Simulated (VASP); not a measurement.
Write the native input for VASP 6.6.1 that does the following.

```yaml
Task: single point
Functional: PBEsol
Potentials_or_basis: VASP PAW PBE potentials, release 64 (Sn_d, O)
Cutoff: 520 eV
k_mesh: 8 × 6 × 6
Occupations: gaussian, width 0.05 eV
Spin: no spin polarisation
Dipole_correction: no
Further_INCAR_settings: ALGO = Normal; EDIFF = 1e-07; NBANDS = 28
```

The structure of SnO lies in POSCAR:

```
SnO
1.0
    3.3550050000      0.0000000000      0.0000000000
    0.0000000000      5.6741040000      0.0000000000
    0.0000000000      0.0000000000      4.2219700000
Sn O
2 2
Direct
    0.0430215655      0.2573469488      0.5473312555
    0.5430215655      0.7935289488      0.0473312555
    0.0000000000      0.8912500000      0.7368570000
    0.5000000000      0.1087500000      0.2368570000
```

This cell differs from its parent crystal: all Sn atoms moved +0.250 Å, as atom 1 along Cartesian [1 1 1].

The input as run:

INCAR

```
  PREC = Accurate
  ENCUT = 520
  EDIFF = 1E-7
  ISMEAR = 0
  SIGMA = 0.05
  LREAL = F
  LASPH = T
  NELM = 100
  ALGO = Normal
  ISIF = 2
  LWAVE = F
  LCHARG = F
  GGA = PS
  NBANDS = 28
```

KPOINTS

```
regular mesh
0
Gamma
  8 6 6
```

Potentials or basis: VASP PAW PBE potentials, release 64 (Sn_d, O).

Launch:

```sh
$ cat potpaw_PBE.64/Sn_d/POTCAR potpaw_PBE.64/O/POTCAR > POTCAR
$ mpirun -np 1 vasp_std > vasp.out
```

It gave:

```
Pressure               : -3.2 GPa
Largest force          : 2.611 eV/Å
Band gap on the k mesh : 1.13 eV (least direct gap 1.32 eV)
```

Caveat: the cell differs from its parent crystal (all Sn atoms moved +0.250 Å, as atom 1 along Cartesian [1 1 1]); the cell stands under tension; the PAW data sets were made with another functional, which shifts forces and pressure a little; spin-orbit coupling is left out, which moves the levels of the heavy elements.

Run time: 2.4 min on 1 thread of Intel(R) Xeon(R) 6975P-C (Granite Rapids) (shared host), peak memory 0.38 GiB.
